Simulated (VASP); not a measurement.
# Ca (P6/mmm) in VASP: single point with PBEsol

Aim: the single point of Ca with PBEsol.

Everything below comes from runs of VASP 6.6.1. Logs are shortened: lines on timing, memory, paths and dates and some standing lists are left out, and cuts for length are marked.

### Step 1. The cell of the first run

It takes space group P6/mmm (No. 191, hexagonal). The conventional cell has a = 3.413 Å, b = 3.413 Å, c = 3.407 Å, α = 90.00°, β = 90.00°, γ = 120.00°. Within 4.5 Å of Ca (site symmetry 6/mmm) lie 8 Ca at 3.41 Å.

This isn't the form of Ca at room conditions, which is fcc.

### Step 2. Single point, PBEsol (Mg replaced by Ca, lengths x 1.149, strained)

INCAR

```
PREC = Accurate
ENCUT = 500
EDIFF = 1E-6
ISMEAR = 0
SIGMA = 0.1
LREAL = False
LASPH = True
NELM = 120
ALGO = Normal
ISIF = 2
LWAVE = False
LCHARG = False
GGA = PS
NBANDS = 11
GGA_COMPAT = False
```

KPOINTS

```
Automatic mesh
0
Gamma
  6 6 6
```

POSCAR

```
Ca
1.0
    3.4132348548      0.0000000000      0.0000000000
   -1.7066174274      2.9559480933      0.0000000000
    0.0000000000      0.0000000000      3.4071227095
Ca
1
Direct
    0.0000000000      0.0000000000      0.0000000000
```

Potentials or basis: VASP PAW PBE potentials, release 64 (Ca_sv).

On the command line:

```
$ cat potpaw_PBE.64/Ca_sv/POTCAR > POTCAR
$ mpirun -np 1 vasp_std > vasp.out
```

OUTCAR:

```text
PREC = Accurate
   ENCUT = 500
   EDIFF = 1E-6
   ISMEAR = 0
   LREAL = False
   LASPH = True
   NELM = 120
   ISIF = 2
   GGA = PS

 ion  position               nearest neighbor table
   1  0.000  0.000  0.000-

  LATTYP: Found a hexagonal cell.
 ALAT       =     3.4132348548
 C/A-ratio  =     0.9982092808

  Lattice vectors:

 A1 = (   3.4132348548,   0.0000000000,   0.0000000000)
 A2 = (  -1.7066174274,   2.9559480933,   0.0000000000)
 A3 = (   0.0000000000,   0.0000000000,   3.4071227095)

Analysis of symmetry for initial positions (statically):
=====================================================================
 Subroutine PRICEL returns:
 Original cell was already a primitive cell.

 Routine SETGRP: Setting up the symmetry group for a
 hexagonal supercell.

 Subroutine GETGRP returns: Found 24 space group operations
 (whereof 24 operations were pure point group operations)
 out of a pool of 24 trial point group operations.

The static configuration has the point symmetry D_6h.

Analysis of symmetry for dynamics (positions and initial velocities):
=====================================================================
 Subroutine PRICEL returns:
 Original cell was already a primitive cell.

 Routine SETGRP: Setting up the symmetry group for a
 hexagonal supercell.

 Subroutine GETGRP returns: Found 24 space group operations
 (whereof 24 operations were pure point group operations)
 out of a pool of 24 trial point group operations.

The dynamic configuration has the point symmetry D_6h.

 Subroutine INISYM returns: Found 24 space group operations
 (whereof 24 operations are pure point group operations),
 and found     1 'primitive' translations

----------------------------------------------------------------------------------------

                                     Primitive cell

  volume of cell :      34.3756

  direct lattice vectors                    reciprocal lattice vectors
     3.413234855  0.000000000  0.000000000     0.292977203  0.169150467  0.000000000
    -1.706617427  2.955948093  0.000000000     0.000000000  0.338300934  0.000000000
     0.000000000  0.000000000  3.407122709     0.000000000  0.000000000  0.293502784

  length of vectors
     3.413234855  3.413234855  3.407122709     0.338300934  0.338300934  0.293502784

  position of ions in fractional coordinates (direct lattice)
     0.000000000  0.000000000  0.000000000

  ion indices of the primitive-cell ions
   primitive index   ion index
                 1           1

[... 77 lines left out ...]
   ISIF   =      2    stress and relaxation
   ISYM   =      2    0-nonsym 1-usesym 2-fastsym
   POTIM  = 0.5000    time-step for ionic-motion
   TEBEG  =    0.0;   TEEND  =   0.0 temperature during run
   PSTRESS=    0.0 pullay stress
   NELECT =      10.0000    total number of electrons
   NUPDOWN=      -1.0000    fix difference up-down
   EMIN   =  10.00;   EMAX   =-10.00  energy-range for DOS
   EFERMI =   0.00;   METHOD = LEGACY
   ISMEAR =     0;   SIGMA  =   0.10  broadening in eV -4-tet -1-fermi 0-gaus
   EFERMI_NEDOS =   21; number of points for ismear=-14 and -15
   IALGO  =     38    algorithm
   IMIX   =      4    mixing-type and parameters
     AMIX     =   0.40;   BMIX     =  1.00
     AMIX_MAG =   1.60;   BMIX_MAG =  1.00
  volume/ion in A,a.u.               =      34.38       231.98
  Fermi-wavevector in a.u.,A,eV,Ry     =   1.084737  2.049856 16.009364  1.176655
  Thomas-Fermi vector in A             =   2.220834
   LORBIT       =      0    0 simple, 1 ext, 2 COOP (PROOUT), +10 PAW based schemes
   GGA     = PS    functional components
   LHFCALC =     F    Hartree Fock is set to
   AEXX    =    0.0000 exact exchange contribution
   IVDW    =     0    specifies the selected vdW correction
   LEPSILON=     F    determine dielectric tensor
   LRPA    =     F    only Hartree local field effects (RPA)
 non-spin polarized calculation
 Gauss-broadening in eV      SIGMA  =   0.10
  energy-cutoff  :      500.00
  volume of cell :       34.38
 maximum number of plane-waves:       889
 NGX is ok and might be reduce to    28
   NGX = 13   NGY = 13   NGZ = 13

 number of electron      10.0000001 magnetization

 Free energy of the ion-electron system (eV)
  ---------------------------------------------------
  ext. energy  EPLUGINS =         0.00000000
  ---------------------------------------------------
  free energy    TOTEN  =        -1.82502141 eV

  energy without entropy =       -1.82162381  energy(sigma->0) =       -1.82332261

 E-fermi :   2.7212     XC(G=0):  -8.4743

 val. band max:        2.4356421080   @ k =   0.3333   0.1667   0.5000
 cond. band min:       2.7299077576   @ k =   0.5000  -0.0000   0.3333
 fundamental gap:      0.2942656497
 Fermi energy:         2.7212228848

 k-point     1 :       0.0000    0.0000    0.0000
  band No.  band energies     occupation
      1     -38.8184      2.00000
      2     -19.7277      2.00000
      3     -19.7277      2.00000
      4     -19.7233      2.00000
      5      -1.5706      2.00000
      6       3.5470      0.00000
      7       5.2720      0.00000
      8       5.2720      0.00000
      9       7.6308      0.00000
     10       7.6308      0.00000
     11      11.5859      0.00000
[... 309 lines left out ...]
 k-point    24 :       0.3333    0.0000    0.5000
  band No.  band energies     occupation
      1     -38.7511      2.00000
      2     -20.0068      2.00000
      3     -19.9622      2.00000
      4     -19.7739      2.00000
      5       2.1601      2.00000
      6       2.9668      0.00052
      7       4.9481      0.00000
      8       5.9356      0.00000
      9       6.5335      0.00000
     10       7.2309      0.00000
     11       8.7201      0.00000

 [... further k-points ...]

------------------------ aborting loop because EDIFF is reached ----------------------------------------

  FORCE on cell =-STRESS in cart. coord.  units (eV):
  Direction    XX          YY          ZZ          XY          YZ          ZX
  --------------------------------------------------------------------------------------
  -------------------------------------------------------------------------------------
  Total        1.2599356      1.2599356     -0.4136860      0.0000000      0.0000000      0.0000000
  in kB       58.7229936     58.7229936    -19.2810486      0.0000000      0.0000000      0.0000000
  external PRESSURE =      32.7216462 kB  Pullay stress =       0.0000000 kB

 VOLUME and BASIS-vectors are now :
 -----------------------------------------------------------------------------
  energy-cutoff  :      500.00
  volume of cell :       34.38
      direct lattice vectors                 reciprocal lattice vectors
     3.413234855  0.000000000  0.000000000     0.292977203  0.169150467  0.000000000
    -1.706617427  2.955948093  0.000000000     0.000000000  0.338300934  0.000000000
     0.000000000  0.000000000  3.407122709     0.000000000  0.000000000  0.293502784

 POSITION                                       TOTAL-FORCE (eV/Angst)
 -----------------------------------------------------------------------------------
      0.00000      0.00000      0.00000        -0.000000      0.000000      0.000000
 -----------------------------------------------------------------------------------
    total drift:                               -0.000000     -0.000000     -0.000000

  FREE ENERGIE OF THE ION-ELECTRON SYSTEM (eV)
  ---------------------------------------------------
  free  energy   TOTEN  =        -1.8250214147 eV

  energy  without entropy=       -1.8216238112  energy(sigma->0) =       -1.82332261
```

OSZICAR:

```text
N       E                     dE             d eps       ncg     rms          rms(c)
DAV:   1     0.665280138607E+02    0.66528E+02   -0.49965E+03   616   0.817E+02
DAV:   2    -0.322076517003E+00   -0.66850E+02   -0.66121E+02   676   0.212E+02
DAV:   3    -0.178897516498E+01   -0.14669E+01   -0.14544E+01   849   0.302E+01
DAV:   4    -0.184337349299E+01   -0.54398E-01   -0.54312E-01   772   0.516E+00
DAV:   5    -0.184612921119E+01   -0.27557E-02   -0.27556E-02   867   0.809E-01    0.224E+00
DAV:   6    -0.183158602702E+01    0.14543E-01   -0.85525E-03   730   0.105E+00    0.132E+00
DAV:   7    -0.182506209937E+01    0.65239E-02   -0.16484E-02   889   0.140E+00    0.108E-01
DAV:   8    -0.182499863662E+01    0.63463E-04   -0.60690E-04   709   0.227E-01    0.274E-02
DAV:   9    -0.182502086119E+01   -0.22225E-04   -0.60784E-05   873   0.652E-02    0.978E-03
DAV:  10    -0.182502141473E+01   -0.55354E-06   -0.36721E-06   684   0.206E-02
   1 F= -.18250214E+01 E0= -.18233226E+01  d E =-.339760E-02
```

Wall time 22 s (1 thread of Intel Xeon 8259CL, shared host); peak memory 0.16 GiB.

What came out:

| Quantity | Value |
| --- | --- |
| Free energy | -1.8250 eV |
| Pressure | 3.3 GPa |
| Band gap on the k mesh | zero (bands 5 and 6 overlap by 1.24 eV) |

Levels at points of the mesh, in eV from the Fermi level:
| k point | band 2 | band 3 | band 4 | band 5 | band 6 | band 7 | band 8 | band 9 |
| --- | --- | --- | --- | --- | --- | --- | --- | --- |
| (0.00, 0.00, 0.00) | -22.45 | -22.45 | -22.44 | -4.29 | 0.83 | 2.55 | 2.55 | 4.91 |
| (0.50, 0.00, 0.00) | -22.87 | -22.54 | -22.39 | -1.01 | 0.21 | 1.32 | 3.04 | 4.55 |
| (0.00, 0.00, 0.50) | -22.74 | -22.43 | -22.43 | -1.60 | -0.65 | 2.89 | 2.89 | 3.80 |
| (0.50, 0.00, 0.50) | -22.83 | -22.66 | -22.52 | -0.49 | 0.40 | 3.04 | 3.35 | 3.65 |

Caveat: the cell differs from its parent crystal (Mg replaced by Ca, lengths x 1.149, strained); the stress differs along the axes, from -2 to 6 GPa; the PAW data sets were made with another functional, which shifts forces and pressure a little.

The gap in the log of VASP goes by the Fermi energy; the results here count the filled bands.